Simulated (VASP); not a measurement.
KLi:

```xyz
4
Lattice="0.0000 3.7425 3.7425 3.7425 0.0000 3.7425 3.7425 3.7425 0.0000" Properties=species:S:1:pos:R:3 pbc="T T T"
K     3.7425    3.7425    3.7425
K     5.6137    5.6137    5.6137
Li    0.0000    0.0000    0.0000
Li    1.8712    1.8712    1.8712
```

| Property | Result |
| --- | --- |
| Program | VASP 6.6.1 |
| Task | relaxation of cell and atoms |
| Functional | PBE |
| Potentials or basis | VASP PAW PBE potentials, release 64 (K_sv, Li_sv) |
| Cutoff | 600 eV |
| k mesh | 4 × 4 × 4 |
| Occupations | gaussian, width 0.1 eV |
| Spin | no spin polarisation |

At the start: pressure 7.6 GPa; volume 26.21 Å³/atom.

Question: How do energy, volume and symmetry change on relaxing?

Answer: Over 4 steps the energy falls by 278.1 meV/atom and the volume is 41.62 Å³/atom (+58.8 %); space group Fd-3m (No. 227, to 0.1 Å) before and after.

Step by step:
```tsv
step	energy change (eV)	largest force (eV/Å)	pressure (GPa)	volume (Å³)
1	0.0000	0.0000	7.59	104.84
2	-0.6881	0.0000	3.79	124.83
3	-1.0984	0.0000	0.53	158.54
4	-1.1122	0.0000	0.04	166.46
```

Final structure:
```
K Li
1.0
     0.00000    4.36611    4.36611
     4.36611    0.00000    4.36611
     4.36611    4.36611    0.00000
K Li
2 2
Direct
  0.50000 0.50000 0.50000
  0.75000 0.75000 0.75000
  0.00000 0.00000 0.00000
  0.25000 0.25000 0.25000
```

Caveat: the k points lie up to 0.31 Å⁻¹ apart in the final cell, too coarse for converged energies and pressures of a metal; the cutoff is under 1.25 times the usual one of these potentials, so pressure, stress and relaxed cells hold a basis-set (Pulay) error; the volume moved by over 15 % at a fixed basis, so the end points are rough.
